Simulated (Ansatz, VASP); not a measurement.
**SnO2: VASP beside Ansatz**

INCAR

```
ALGO = Normal ; EDIFF = 1E-6
ENCUT = 520 ; GGA = CA
ISIF = 2 ; ISMEAR = 0
LASPH = True ; LCHARG = False
LREAL = False ; LWAVE = False
NBANDS = 35 ; NELM = 100
PREC = Accurate ; SIGMA = 0.05
```

File KPOINTS:

```
k-points
0
Gamma
  6 6 8
```

POSCAR

```
SnO2
1.0
    4.7222897775      0.0000000000      0.0000000000
    0.0000000000      4.7228698889      0.0000000000
    0.0000000000      0.0000000000      3.1904047622
Sn O
2 4
Direct
    0.5000000000      0.5000000000      0.5000000000
    0.0000000000      0.0000000000      0.0000000000
    0.3059833077      0.3321134587      0.0000000000
    0.8059833077      0.1678865413      0.5000000000
    0.1940166923      0.8321134587      0.5000000000
    0.6940166923      0.6678865413      0.0000000000
```

Input for Ansatz:

```yaml
crystal:
  lattice:
    - [4.7222897775, 0.0, 0.0]
    - [0.0, 4.7228698889, 0.0]
    - [0.0, 0.0, 3.1904047622]
  atoms:
    - { symbol: Sn, position: [0.5, 0.5, 0.5] }
    - { symbol: Sn, position: [0.0, 0.0, 0.0] }
    - { symbol: O, position: [0.3059833077, 0.3321134587, 0.0] }
    - { symbol: O, position: [0.8059833077, 0.1678865413, 0.5] }
    - { symbol: O, position: [0.1940166923, 0.8321134587, 0.5] }
    - { symbol: O, position: [0.6940166923, 0.6678865413, 0.0] }
basis:
  ecutwfc: 520.0
kpoints:
  mp_grid: { grid: [6, 6, 8] }
hamiltonian:
  xc: lda
scf:
  occupations: { method: gaussian, width: 0.05 }
output:
  forces: true
  stress: true
  eigenvalues: true
```

Alike in both runs: task single point; functional LDA; k mesh 6 × 6 × 8; occupations gaussian, width 0.05 eV; no spin polarisation.

```csv
,VASP,Ansatz
version,VASP 6.6.1,Ansatz 0.2.0
potentials or method,"VASP PAW LDA potentials, release 64 (Sn_d, O), cutoff 520 eV","scalar-relativistic, plane waves, PAW"
valence electrons in the cell,52,52
```

|  | VASP | Ansatz | Ansatz less VASP |
| --- | --- | --- | --- |
| gap on the k mesh at the Fermi level (eV) | 1.46 | 1.43 | -0.030 |
| least direct gap on the mesh (eV) | 1.46 | 1.43 | -0.030 |
| pressure (GPa) | 5.5 | 4.4 | -1.11 |
| traceless stress, the component that is largest in VASP (GPa) | 3.74 | 3.06 | -0.673 |
| rms of the force components (eV/Å) | 1.020 | 0.993 | -0.0272 |

LDA's correlation is that of Perdew and Zunger in VASP and of Perdew and Wang (1992) in Ansatz. Atom by atom the forces differ by 0.027 eV/Å (rms over components).
